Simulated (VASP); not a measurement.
A run of VASP 6.6.1 is set up as follows.

File POSCAR:

```
MgO
1.0
    0.0000000000      2.2819124434      2.2819124434
    2.2819124434      0.0000000000      2.2819124434
    2.2819124434      2.2819124434      0.0000000000
Mg O
1 1
Direct
    0.5000000000      0.5000000000      0.5000000000
    0.7500000000      0.7500000000      0.7500000000
```

Contents of INCAR.step1:

```
  ALGO = Normal
  EDIFF = 1E-5
  ENCUT = 520
  GGA = PE
  ISIF = 2
  ISMEAR = -1
  LASPH = True
  LCHARG = False
  LREAL = False
  LWAVE = True
  NBANDS = 11
  NELM = 60
  PREC = Accurate
  SIGMA = 0.05
```

Contents of INCAR.step2:

```
  AEXX = 0.25
  ALGO = Normal
  EDIFF = 1E-6
  ENCUT = 520
  GGA = PE
  ISIF = 2
  ISMEAR = -1
  ISTART = 1
  LASPH = True
  LCHARG = False
  LHFCALC = True
  LREAL = False
  LWAVE = False
  NBANDS = 11
  NELM = 60
  PREC = Accurate
  PRECFOCK = Normal
  SIGMA = 0.05
```

File KPOINTS:

```
k-points
0
Gamma
  5 5 5
```

Potentials or basis: VASP PAW PBE potentials, release 64 (Mg, O).

Run with:

```bash
$ cat potpaw_PBE.64/Mg/POTCAR potpaw_PBE.64/O/POTCAR > POTCAR
$ cp INCAR.step1 INCAR
$ mpirun -np 1 vasp_std > vasp.out
$ cp INCAR.step2 INCAR
$ mpirun -np 1 vasp_std > vasp.out
```

**Question.** Estimate the band gap on the k mesh.

**Answer.** 5.99 eV, direct.

**Question.** Estimate the pressure.

**Answer.** -0.2 GPa.

Caveat: the k points lie up to 0.48 Å⁻¹ apart; the PAW data sets were made with another functional, which shifts forces and pressure a little.
